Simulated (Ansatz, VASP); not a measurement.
BaB3: VASP beside Ansatz

Contents of INCAR:

```
SYSTEM = BaB3
PREC = Accurate
ENCUT = 600
EDIFF = 1E-6
ISMEAR = 0
SIGMA = 0.1
LREAL = .FALSE.
LASPH = .TRUE.
NELM = 60
ALGO = Normal
ISIF = 3
LWAVE = .FALSE.
LCHARG = .FALSE.
GGA = PE
IBRION = 2
NSW = 90
EDIFFG = -0.04
```

KPOINTS

```
regular mesh
0
G
  4 4 4
  0 0 0
```

POSCAR

```
BaB3
1.0
    3.8210881057      0.0000000000      0.0000000000
    0.0000000000      3.8210881057      0.0000000000
    0.0000000000      0.0000000000      3.8210881057
Ba B
1 3
Direct
    0.0000000000      0.0000000000      0.0000000000
    0.0000000000      0.5000000000      0.5000000000
    0.5000000000      0.0000000000      0.5000000000
    0.5000000000      0.5000000000      0.0000000000
```

Input for Ansatz:

```yaml
crystal:
  lattice:
    - [3.8210881057, 0.0, 0.0]
    - [0.0, 3.8210881057, 0.0]
    - [0.0, 0.0, 3.8210881057]
  atoms:
    - { symbol: Ba, position: [0.0, 0.0, 0.0] }
    - { symbol: B, position: [0.0, 0.5, 0.5] }
    - { symbol: B, position: [0.5, 0.0, 0.5] }
    - { symbol: B, position: [0.5, 0.5, 0.0] }
basis:
  ecutwfc: 420
kpoints:
  mp_grid: { grid: [4, 4, 4] }
hamiltonian:
  xc: pbe
scf:
  occupations: { method: gaussian, width: 0.1 }
  lower_state_search: "off"
output:
  forces: true
  stress: true
  eigenvalues: true
relax:
  adjacent_minimum: "off"
  f_tol: 0.04
  max_steps: 70
  cell: { stress_tol: 0.4 }
```

Alike in both runs: task relaxation of cell and atoms; functional PBE; k mesh 4 × 4 × 4; occupations gaussian, width 0.1 eV; no spin polarisation.

|  | VASP | Ansatz |
| --- | --- | --- |
| version | VASP 6.6.1 | Ansatz 0.2.0 |
| potentials or method | VASP PAW PBE potentials, release 64 (Ba_sv, B), cutoff 600 eV | scalar-relativistic, plane waves, PAW |
| valence electrons in the cell | 19 | 19 |

VASP gave:

* gap on the k mesh at the Fermi level, each at its own relaxed structure (eV): none
* relaxed volume (Å³/atom): 17.35
* relaxed cell length with the largest relative difference (Å): 4.109

Problem. What did Ansatz give for the same quantities?

Solution. gap on the k mesh at the Fermi level, each at its own relaxed structure (eV): none; relaxed volume (Å³/atom): 16.90; relaxed cell length with the largest relative difference (Å): 4.073.

A gap of «none» marks a metal or a gap that the smearing closes.

The k mesh is coarse, so the values compare programs but aren't converged. Spin-orbit coupling is off throughout. Noted on VASP's run: the volume moved by over 15 % at a fixed basis, so the end points are rough.
